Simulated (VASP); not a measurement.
## P2: single point with SCAN

P2, in a box:

```
P
1.0
     9.00000    0.00000    0.00000
     0.00000    9.00000    0.00000
     0.00000    0.00000   11.00000
P
2
Direct
  0.50144 0.50233 0.41703
  0.50144 0.50233 0.58915
```

| Quantity | Value |
| --- | --- |
| Program | VASP 6.6.1 |
| Task | single point |
| Functional | SCAN |
| Potentials or basis | VASP PAW PBE potentials, release 64 (P) |
| Cutoff | 440 eV |
| k mesh | 1 × 1 × 1 |
| Occupations | gaussian, width 0.03 eV |
| Spin | no spin polarisation |
| Tolerance level | standard |
| Purpose | a run that is hard to end |
| Way | PBE orbitals, then all bands at once (ALGO All, ISEARCH 1) |
| Further INCAR settings | ALGO = All; EDIFF = 1e-06; NELMDL = -8; ISIF = 0 |

```json
{"Largest force": "0.526 eV/Å", "Gap between the frontier levels": "4.01 eV"}
```

Forces on the atoms (eV/Å):
```
P    0.000  0.000  0.526
P    0.000  0.000 -0.526
```

Levels at points of the mesh, in eV from the valence-band top:
```
           k point  band 2  band 3  band 4  band 5  band 6  band 7  band 8  band 9
(0.00, 0.00, 0.00)   -4.66   -0.10    0.00    0.00    4.01    4.01    7.17    8.15
```

Wall time 2.9 min on 1 thread of Intel(R) Xeon(R) Platinum 8488C (Sapphire Rapids), on a shared host, peak memory 0.7 GiB.

Caveat: the PAW data sets were made with another functional, which shifts forces and pressure a little.
